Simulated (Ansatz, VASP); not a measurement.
## Two plane-wave programs on PtSe2

```xyz
6
Lattice="3.7069 0.0000 0.0000 -1.8535 3.2103 0.0000 0.0000 0.0000 22.7988" Properties=species:S:1:pos:R:3 pbc="T T T"
Se    1.8535    1.0701    4.5000
Se    0.0000    2.1402    7.1494
Se   -0.6178    3.2103   10.3094
Se    1.2356    2.1402   12.9588
Pt    0.0000    0.0000    5.8247
Pt    1.2356    4.2804   11.6341
```

Alike in both runs: task single point; functional PBE; dispersion D3(BJ); k mesh 9 × 9 × 1; occupations gaussian, width 0.05 eV; no spin polarisation.

```csv
,VASP,Ansatz
version,VASP 6.6.1,Ansatz 0.2.0
potentials or method,"VASP PAW PBE potentials, release 64 (Se, Pt), cutoff 520 eV","scalar-relativistic, plane waves, PAW"
valence electrons in the cell,44,100
```

Ansatz gave:

```
gap on the k mesh at the Fermi level (eV) : 0.71
least direct gap on the mesh (eV)         : 0.91
rms of the force components (eV/Å)        : 0.054
```

Question: What did VASP give for the same quantities?

Answer: gap on the k mesh at the Fermi level (eV): 0.70; least direct gap on the mesh (eV): 0.90; rms of the force components (eV/Å): 0.054.

VASP's potentials hold 44 valence electrons a cell and Ansatz's 100, so a difference there can come from the potentials and not from the codes.

Neither program's run includes spin-orbit coupling.
